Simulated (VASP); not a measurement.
Runs of VASP 6.6.1 on Ta. The structure is that of space group Im-3m (No. 229), or close to it. The cells are those of the table. 

```csv
task,cell,k mesh,cutoff (eV),smearing,ions in elastic constants,gap on the mesh (eV),pressure (GPa),relaxed volume (Å³/atom)
relaxation of cell and atoms,"relaxed from a = 2.866 Å, angles 109.5°, 1 atom",18 × 18 × 18,600,gaussian 0.1 eV,-,none,0.0,18.29
relaxation of cell and atoms,"relaxed from a = 2.874 Å, angles 109.5°, 1 atom",18 × 18 × 18,600,fermi-dirac 0.15 eV,-,none,0.0,18.34
single point,"a = 2.874 Å, angles 109.5°, 1 atom",18 × 18 × 18,520,gaussian 0.1 eV,-,none,(a),-
single point,"a = 2.877 Å, angles 109.5°, 1 atom",18 × 18 × 18,520,fermi-dirac 0.15 eV,-,none,0.0,-
single point,"a = 2.866 Å, angles 109.5°, 1 atom",8 × 8 × 8,520,gaussian 0.1 eV,-,none,-0.2,-
```

Alike in all rows: level PBE; potentials or basis VASP PAW PBE potentials, release 64 (Ta_pv); no spin polarisation.

Problem. Fill in the values left out.

Solution. (a) 0.1.

Caveats: spin-orbit coupling is left out, which moves the levels of the heavy elements.

A k mesh can miss the band edges, and the runs leave out spin-orbit coupling on Ta.

A gap of «none» marks levels without a gap at the run's occupations.
